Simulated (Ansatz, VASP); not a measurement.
**Two plane-wave programs on PbS**

INCAR

```
SYSTEM = PbS
PREC = Accurate ; ENCUT = 520
EDIFF = 1E-6 ; ISMEAR = 0
SIGMA = 0.03 ; LREAL = .FALSE.
LASPH = .TRUE. ; NELM = 80
ALGO = Normal ; ISIF = 2
LWAVE = .FALSE. ; LCHARG = .TRUE.
GGA = PE ; LELF = .TRUE.
LVHAR = .TRUE. ; NBANDS = 17
```

The input KPOINTS:

```
Automatic mesh
0
G
  10 10 10
  0 0 0
```

Contents of POSCAR:

```
PbS
1.0
    0.0000000000      2.9650000000      2.9650000000
    2.9650000000      0.0000000000      2.9650000000
    2.9650000000      2.9650000000      0.0000000000
Pb S
1 1
Direct
    0.0000000000      0.0000000000      0.0178863435
    0.5000000000      0.5000000000      0.5000000000
```

Input for Ansatz:

```yaml
crystal:
  lattice:
    - [0.0, 2.965, 2.965]
    - [2.965, 0.0, 2.965]
    - [2.965, 2.965, 0.0]
  atoms:
    - { symbol: Pb, position: [0.0, 0.0, 0.0178863435] }
    - { symbol: S, position: [0.5, 0.5, 0.5] }
basis:
  ecutwfc: 420
kpoints:
  mp_grid: { grid: [10, 10, 10] }
hamiltonian:
  xc: pbe
scf:
  occupations: { method: gaussian, width: 0.03 }
output:
  forces: true
  stress: true
  eigenvalues: true
```

Change from the starting cell: all Pb atoms moved +0.075 Å, as atom 1 along Cartesian [1 1 0].

Alike in both runs: task single point; functional PBE; k mesh 10 × 10 × 10; occupations gaussian, width 0.03 eV; no spin polarisation.

```csv
,VASP,Ansatz
version,VASP 6.6.1,Ansatz 0.2.0
potentials or method,"VASP PAW PBE potentials, release 64 (Pb_d, S), cutoff 520 eV","scalar-relativistic, plane waves, PAW"
valence electrons in the cell,20,20
```

Ansatz gave:

| Quantity | Value |
| --- | --- |
| gap on the k mesh at the Fermi level (eV) | 0.37 |
| least direct gap on the mesh (eV) | 0.37 |
| pressure (GPa) | 2.4 |
| traceless stress, the component that is largest in VASP (GPa) | -0.08 |
| rms of the force components (eV/Å) | 0.027 |

Task: Which values does VASP return?

Result: gap on the k mesh at the Fermi level (eV): 0.37; least direct gap on the mesh (eV): 0.37; pressure (GPa): 2.3; traceless stress, the component that is largest in VASP (GPa): -0.08; rms of the force components (eV/Å): 0.027.

Atom by atom the forces differ by 0.001 eV/Å (rms over components).

Spin-orbit coupling is off throughout.
